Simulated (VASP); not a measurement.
# Ca2Ge2N (P4/mmm) in VASP: further runs

The runs below take Ca2Ge2N through single point, relaxation of cell and atoms, with PBE.

Program: VASP 6.6.1. These are calculated values, not measurements. Logs are shortened: lines on timing, memory, paths and dates and some standing lists are left out, and cuts for length are marked.

### 1 The cell of the first run

It takes space group P4/mmm (No. 123, tetragonal). The conventional cell has a = 3.954 Å, b = 3.954 Å, c = 6.608 Å, α = 90.00°, β = 90.00°, γ = 90.00°. Ca (site symmetry mmm) has 4 Ge at 2.54 Å and 4 Ca at 2.80 Å within 3.4 Å. Ge (site symmetry 4mm) has 4 Ca at 2.54 Å and 1 Ge at 3.19 Å and 4 N at 3.28 Å within 3.4 Å. Within 4.3 Å of N (site symmetry 4/mmm) lie 8 Ge at 3.28 Å and 8 Ca at 3.85 Å and 4 N at 3.95 Å.

### 2 Single point, PBE

INCAR

```
SYSTEM = Ca2Ge2N
ALGO     = Normal         ! electronic algorithm
EDIFF    = 1E-6           ! SCF threshold, eV
ENCUT    = 520            ! plane-wave cutoff, eV
GGA      = PE             ! functional
ISIF     = 2              ! what is computed and relaxed
ISMEAR   = 0              ! smearing method
LASPH    = .TRUE.         ! aspherical terms in the spheres
LCHARG   = .FALSE.        ! write CHGCAR
LREAL    = .FALSE.        ! projectors in reciprocal space
LWAVE    = .FALSE.        ! write WAVECAR
NBANDS   = 34             ! bands
NELM     = 80             ! most SCF steps
PREC     = Accurate       ! precision mode
SIGMA    = 0.1            ! smearing width, eV
```

KPOINTS

```
k-points
0
G
  4 4 4
  0 0 0
```

POSCAR

```
Ca2Ge2N
1.0
    3.9541064000      0.0000000000      0.0000000000
    0.0000000000      3.9541064000      0.0000000000
    0.0000000000      0.0000000000      6.6076472600
Ca Ge N
2 2 1
Direct
    0.0000000000      0.5000000000      0.5000000000
    0.5000000000      0.0000000000      0.5000000000
    0.5000000000      0.5000000000      0.2588269100
    0.5000000000      0.5000000000      0.7411730900
    0.0000000000      0.0000000000      0.0000000000
```

Potentials or basis: VASP PAW PBE potentials, release 64 (Ca_sv, Ge_d, N).

On the command line:

```bash
$ cat potpaw_PBE.64/Ca_sv/POTCAR potpaw_PBE.64/Ge_d/POTCAR potpaw_PBE.64/N/POTCAR > POTCAR
$ mpirun -np 1 vasp_std > vasp.out
```

OUTCAR:

```text
SYSTEM = Ca2Ge2N
   EDIFF = 1E-6
   ENCUT = 520
   GGA = PE
   ISIF = 2
   ISMEAR = 0
   LASPH = .TRUE.
   LREAL = .FALSE.
   NELM = 80
   PREC = Accurate

 ion  position               nearest neighbor table
   1  0.000  0.500  0.500-   3 2.54   4 2.54   3 2.54   4 2.54   2 2.80   2 2.80   2 2.80   2 2.80

   2  0.500  0.000  0.500-   3 2.54   4 2.54   3 2.54   4 2.54   1 2.80   1 2.80   1 2.80   1 2.80

   3  0.500  0.500  0.259-   1 2.54   2 2.54   2 2.54   1 2.54
   4  0.500  0.500  0.741-   1 2.54   2 2.54   2 2.54   1 2.54
   5  0.000  0.000  0.000-

  LATTYP: Found a simple tetragonal cell.
 ALAT       =     3.9541064000
 C/A-ratio  =     1.6710848398

  Lattice vectors:

 A1 = (   3.9541064000,   0.0000000000,   0.0000000000)
 A2 = (   0.0000000000,   3.9541064000,   0.0000000000)
 A3 = (   0.0000000000,   0.0000000000,   6.6076472600)

Analysis of symmetry for initial positions (statically):
=====================================================================
 Subroutine PRICEL returns:
 Original cell was already a primitive cell.

 Routine SETGRP: Setting up the symmetry group for a
 simple tetragonal supercell.

 Subroutine GETGRP returns: Found 16 space group operations
 (whereof 16 operations were pure point group operations)
 out of a pool of 16 trial point group operations.

The static configuration has the point symmetry D_4h.

Analysis of symmetry for dynamics (positions and initial velocities):
=====================================================================
 Subroutine PRICEL returns:
 Original cell was already a primitive cell.

 Routine SETGRP: Setting up the symmetry group for a
 simple tetragonal supercell.

 Subroutine GETGRP returns: Found 16 space group operations
 (whereof 16 operations were pure point group operations)
 out of a pool of 16 trial point group operations.

The dynamic configuration has the point symmetry D_4h.

 Subroutine INISYM returns: Found 16 space group operations
 (whereof 16 operations are pure point group operations),
 and found     1 'primitive' translations

----------------------------------------------------------------------------------------

                                     Primitive cell

  volume of cell :     103.3103

  direct lattice vectors                    reciprocal lattice vectors
     3.954106400  0.000000000  0.000000000     0.252901642  0.000000000  0.000000000
     0.000000000  3.954106400  0.000000000     0.000000000  0.252901642  0.000000000
     0.000000000  0.000000000  6.607647260     0.000000000  0.000000000  0.151339798

  length of vectors
     3.954106400  3.954106400  6.607647260     0.252901642  0.252901642  0.151339798

  position of ions in fractional coordinates (direct lattice)
     0.000000000  0.500000000  0.500000000
     0.500000000  0.000000000  0.500000000
     0.500000000  0.500000000  0.258826910
     0.500000000  0.500000000  0.741173090
     0.000000000  0.000000000  0.000000000

  ion indices of the primitive-cell ions
   primitive index   ion index
                 1           1
                 2           2
                 3           3
                 4           4
                 5           5

----------------------------------------------------------------------------------------

 KPOINTS: k-points

Automatic generation of k-mesh.
 Grid dimensions read from file:
 generate k-points for:    4    4    4

 Generating k-lattice:

  Cartesian coordinates                     Fractional coordinates (reciprocal lattice)
     0.063225410  0.000000000  0.000000000     0.250000000  0.000000000  0.000000000
     0.000000000  0.063225410  0.000000000     0.000000000  0.250000000  0.000000000
     0.000000000  0.000000000  0.037834949     0.000000000  0.000000000  0.250000000

  Length of vectors
     0.063225410  0.063225410  0.037834949

  Shift w.r.t. Gamma in fractional coordinates (k-lattice)
     0.000000000  0.000000000  0.000000000

 Subroutine IBZKPT returns following result:
 ===========================================

 Found     18 irreducible k-points:

 Following reciprocal coordinates:
            Coordinates               Weight
  0.000000  0.000000  0.000000      1.000000
  0.250000  0.000000  0.000000      4.000000
  0.500000  0.000000  0.000000      2.000000
  0.250000  0.250000  0.000000      4.000000
  0.500000  0.250000  0.000000      4.000000
  0.500000  0.500000  0.000000      1.000000
[... 10 lines left out ...]
  0.500000  0.250000  0.500000      4.000000
  0.500000  0.500000  0.500000      1.000000
   k-points           NKPTS =     18   k-points in BZ     NKDIM =     18   number of bands    NBANDS=     34
   number of dos      NEDOS =    301   number of ions     NIONS =      5
   total plane-waves  NPLWV =  45000
   dimension x,y,z NGX =    30 NGY =   30 NGZ =   50
   dimension x,y,z NGXF=    60 NGYF=   60 NGZF=  100
   ions per type =               2   2   1
   NGX,Y,Z   is equivalent  to a cutoff of  12.61, 12.61, 12.58 a.u.
   NGXF,Y,Z  is equivalent  to a cutoff of  25.23, 25.23, 25.16 a.u.
 SYSTEM =  Ca2Ge2N
   PREC   = accura    normal or accurate (medium, high low for compatibility)
   ISTART =      0    job   : 0-new  1-cont  2-samecut
   ICHARG =      2    charge: 1-file 2-atom 10-const
   ISPIN  =      1    spin polarized calculation?
   LNONCOLLINEAR =      F non collinear calculations
   LSORBIT =      F    spin-orbit coupling
   LASPH  =      T    aspherical Exc in radial PAW
   ENCUT  =  520.0 eV  38.22 Ry    6.18 a.u.   7.35  7.35 12.29*2*pi/ulx,y,z
   NELM   =     80;   NELMIN=  2; NELMDL= -5     # of ELM steps
   EDIFF  = 0.1E-05   stopping-criterion for ELM
   LREAL  =      F    real-space projection
   EDIFFG = 0.1E-04   stopping-criterion for IOM
   NSW    =      0    number of steps for IOM
   IBRION =     -1    ionic relax: 0-MD 1-quasi-New 2-CG
   NFREE  =      0    steps in history (QN), initial steepest desc. (CG)
   ISIF   =      2    stress and relaxation
   ISYM   =      2    0-nonsym 1-usesym 2-fastsym
   POTIM  = 0.5000    time-step for ionic-motion
   TEBEG  =    0.0;   TEEND  =   0.0 temperature during run
   PSTRESS=    0.0 pullay stress
   NELECT =      53.0000    total number of electrons
   NUPDOWN=      -1.0000    fix difference up-down
   EMIN   =  10.00;   EMAX   =-10.00  energy-range for DOS
   EFERMI =   0.00;   METHOD = LEGACY
   ISMEAR =     0;   SIGMA  =   0.10  broadening in eV -4-tet -1-fermi 0-gaus
   EFERMI_NEDOS =   21; number of points for ismear=-14 and -15
   IALGO  =     38    algorithm
   IMIX   =      4    mixing-type and parameters
     AMIX     =   0.40;   BMIX     =  1.00
     AMIX_MAG =   1.60;   BMIX_MAG =  1.00
  volume/ion in A,a.u.               =      20.66       139.43
  Fermi-wavevector in a.u.,A,eV,Ry     =   1.310546  2.476573 23.368425  1.717531
  Thomas-Fermi vector in A             =   2.441069
   LORBIT       =      0    0 simple, 1 ext, 2 COOP (PROOUT), +10 PAW based schemes
   GGA     = PE    functional components
   LHFCALC =     F    Hartree Fock is set to
   AEXX    =    0.0000 exact exchange contribution
   IVDW    =     0    specifies the selected vdW correction
   LEPSILON=     F    determine dielectric tensor
   LRPA    =     F    only Hartree local field effects (RPA)
 non-spin polarized calculation
 Gauss-broadening in eV      SIGMA  =   0.10
  energy-cutoff  :      520.00
  volume of cell :      103.31
 maximum number of plane-waves:      2841
 NGX is ok and might be reduce to    30
   NGX = 15   NGY = 15   NGZ = 25

 number of electron      53.0000015 magnetization

 Free energy of the ion-electron system (eV)
  ---------------------------------------------------
  ext. energy  EPLUGINS =         0.00000000
  ---------------------------------------------------
  free energy    TOTEN  =        -9.57003483 eV

  energy without entropy =       -9.53311415  energy(sigma->0) =       -9.55157449

 E-fermi :   3.4146     XC(G=0):  -9.8426

 val. band max:        3.4128300219   @ k =   0.2500   0.2500   0.2500
 cond. band min:       3.4605070587   @ k =   0.5000   0.2500   0.0000
 fundamental gap:      0.0476770368
 Fermi energy:         3.4146154810

 k-point     1 :       0.0000    0.0000    0.0000
  band No.  band energies     occupation
      1     -37.0381      2.00000
      2     -36.5364      2.00000
      3     -20.9696      2.00000
      4     -20.9696      2.00000
      5     -20.9005      2.00000
      6     -20.8730      2.00000
[... 26 lines left out ...]
     33       7.5394      0.00000
     34       7.6578      0.00000

 k-point     2 :       0.2500    0.0000    0.0000
  band No.  band energies     occupation
      1     -36.9644      2.00000
      2     -36.6095      2.00000
      3     -20.9634      2.00000
      4     -20.9380      2.00000
      5     -20.8970      2.00000
      6     -20.8922      2.00000
[... 26 lines left out ...]
     33       6.8426      0.00000
     34       8.0208      0.00000

 k-point     3 :       0.5000    0.0000    0.0000
  band No.  band energies     occupation
      1     -36.7883      2.00000
      2     -36.7851      2.00000
      3     -20.9571      2.00000
      4     -20.9115      2.00000
      5     -20.9031      2.00000
      6     -20.8809      2.00000
[... 26 lines left out ...]
     33       7.1270      0.00000
     34       7.2628      0.00000
[... 482 lines left out ...]
 k-point    17 :       0.5000    0.2500    0.5000
  band No.  band energies     occupation
      1     -36.7828      2.00000
      2     -36.7812      2.00000
      3     -20.9324      2.00000
      4     -20.9060      2.00000
      5     -20.8949      2.00000
      6     -20.8939      2.00000
[... 26 lines left out ...]
     33       6.0496      0.00000
     34       6.6265      0.00000

 k-point    18 :       0.5000    0.5000    0.5000
  band No.  band energies     occupation
      1     -36.7773      2.00000
      2     -36.7773      2.00000
      3     -20.9138      2.00000
      4     -20.9058      2.00000
      5     -20.9058      2.00000
      6     -20.8745      2.00000
[... 26 lines left out ...]
     33       5.5270      0.00000
     34       6.5821      0.00000

------------------------ aborting loop because EDIFF is reached ----------------------------------------

  FORCE on cell =-STRESS in cart. coord.  units (eV):
  Direction    XX          YY          ZZ          XY          YZ          ZX
  --------------------------------------------------------------------------------------
  -------------------------------------------------------------------------------------
  Total       17.6155239     17.6155239      6.0625509      0.0000000      0.0000000     -0.0000000
  in kB      273.1886120    273.1886120     94.0204722      0.0000000      0.0000000     -0.0000000
  external PRESSURE =     213.4658988 kB  Pullay stress =       0.0000000 kB

 VOLUME and BASIS-vectors are now :
 -----------------------------------------------------------------------------
  energy-cutoff  :      520.00
  volume of cell :      103.31
      direct lattice vectors                 reciprocal lattice vectors
     3.954106400  0.000000000  0.000000000     0.252901642  0.000000000  0.000000000
     0.000000000  3.954106400  0.000000000     0.000000000  0.252901642  0.000000000
     0.000000000  0.000000000  6.607647260     0.000000000  0.000000000  0.151339798

 POSITION                                       TOTAL-FORCE (eV/Angst)
 -----------------------------------------------------------------------------------
      0.00000      1.97705      3.30382        -0.000000      0.000000      0.000000
      1.97705      0.00000      3.30382        -0.000000      0.000000      0.000000
      1.97705      1.97705      1.71024        -0.000000     -0.000000     -5.880511
      1.97705      1.97705      4.89741         0.000000      0.000000      5.880511
      0.00000      0.00000      0.00000        -0.000000      0.000000      0.000000
 -----------------------------------------------------------------------------------
    total drift:                                0.000000      0.000000     -0.000000

  FREE ENERGIE OF THE ION-ELECTRON SYSTEM (eV)
  ---------------------------------------------------
  free  energy   TOTEN  =        -9.5700348326 eV

  energy  without entropy=       -9.5331141499  energy(sigma->0) =       -9.55157449
```

Wall time 37 s (1 thread of Intel Xeon 6975P-C (Granite Rapids), shared host); peak memory 0.22 GiB.

What came out:

```
Free energy   : -9.5700 eV
Pressure      : 21.3 GPa
Largest force : 5.881 eV/Å
```

Forces in eV/Å, atoms in the order of the input:
```
Ca   0.000  0.000  0.000
Ca   0.000  0.000  0.000
Ge   0.000  0.000 -5.881
Ge   0.000  0.000  5.881
N    0.000  0.000  0.000
```

Levels at points of the mesh, in eV from the Fermi level:
```
           k point  band 25  band 26  band 27  band 28  band 29  band 30
(0.00, 0.00, 0.00)    -0.79    -0.62    -0.62    -0.62     0.78     2.17
(0.50, 0.00, 0.00)    -0.21    -0.08     0.56     0.99     1.14     1.24
(0.50, 0.50, 0.00)    -0.60    -0.13    -0.13     0.49     0.49     1.45
(0.00, 0.00, 0.50)    -0.92     0.28     0.28     0.30     0.78     1.11
(0.50, 0.00, 0.50)    -0.57    -0.22    -0.22     0.46     1.16     1.32
(0.50, 0.50, 0.50)    -1.85    -1.00    -0.19     0.51     1.36     1.71
```

Caveat: the k points lie up to 0.40 Å⁻¹ apart; forces of over 1 eV/Å act on the atoms, so gaps and moduli don't describe the material at rest.

### 3 Single point, PBE

This run uses another cell than the first one, of 27.98 Å³/atom, 1.354 times its volume.

INCAR

```
SYSTEM = Ca2Ge2N
  ALGO = Normal
  EDIFF = 1E-6
  ENCUT = 520
  GGA = PE
  ISIF = 2
  ISMEAR = 0
  LASPH = .True.
  LCHARG = .True.
  LELF = .True.
  LREAL = .False.
  LVHAR = .True.
  LWAVE = .False.
  NBANDS = 34
  NELM = 80
  PREC = Accurate
  SIGMA = 0.1
```

KPOINTS

```
k-points
0
Gamma
  4 4 4
  0 0 0
```

POSCAR

```
Ca2Ge2N
1.0
    5.4064389593      0.0000000000      0.0000000000
    0.0000000000      5.4064389593      0.0000000000
    0.0000000000      0.0000000000      4.7859611688
Ca Ge N
2 2 1
Direct
    0.0000000000      0.5000000000      0.5000000000
    0.5000000000      0.0000000000      0.5000000000
    0.5000000000      0.5000000000      0.2473203518
    0.5000000000      0.5000000000      0.7526796482
    0.0000000000      0.0000000000      0.0000000000
```

Potentials or basis: VASP PAW PBE potentials, release 64 (Ca_sv, Ge_d, N).

On the command line:

```bash
$ cat potpaw_PBE.64/Ca_sv/POTCAR potpaw_PBE.64/Ge_d/POTCAR potpaw_PBE.64/N/POTCAR > POTCAR
$ mpirun -np 1 vasp_std > vasp.out
```

Wall time 35 s (1 thread of Intel Xeon 6975P-C (Granite Rapids), shared host); peak memory 0.27 GiB.

It converged, with:

```
Free energy : -17.2934 eV
Pressure    : 0.1 GPa
```

Forces in eV/Å, atoms in the order of the input:
```
Ca   0.000  0.000  0.000
Ca   0.000  0.000  0.000
Ge   0.000  0.000 -0.003
Ge   0.000  0.000  0.003
N    0.000  0.000  0.000
```

Stress tensor (GPa, compression positive):
```
 0.23  0.00  0.00
 0.00  0.23  0.00
 0.00  0.00 -0.05
```

Levels at points of the mesh, in eV from the Fermi level:
```csv
k point,band 24,band 25,band 26,band 27,band 28,band 29,band 30,band 31
"(0.00, 0.00, 0.00)",-1.88,0.09,0.27,0.27,0.84,1.10,1.10,1.64
"(0.50, 0.00, 0.00)",-1.80,-0.51,-0.28,-0.18,1.26,2.20,2.49,2.68
"(0.50, 0.50, 0.00)",-3.16,-0.18,0.03,0.03,2.34,2.57,2.57,2.70
"(0.00, 0.00, 0.50)",-1.10,-0.27,-0.27,0.48,0.48,1.79,2.77,3.27
"(0.50, 0.00, 0.50)",-0.61,-0.53,-0.26,-0.24,-0.20,2.43,2.85,3.16
"(0.50, 0.50, 0.50)",-1.32,-1.32,-0.69,1.05,1.05,2.48,2.67,3.07
```

[end of part 1 of 2]
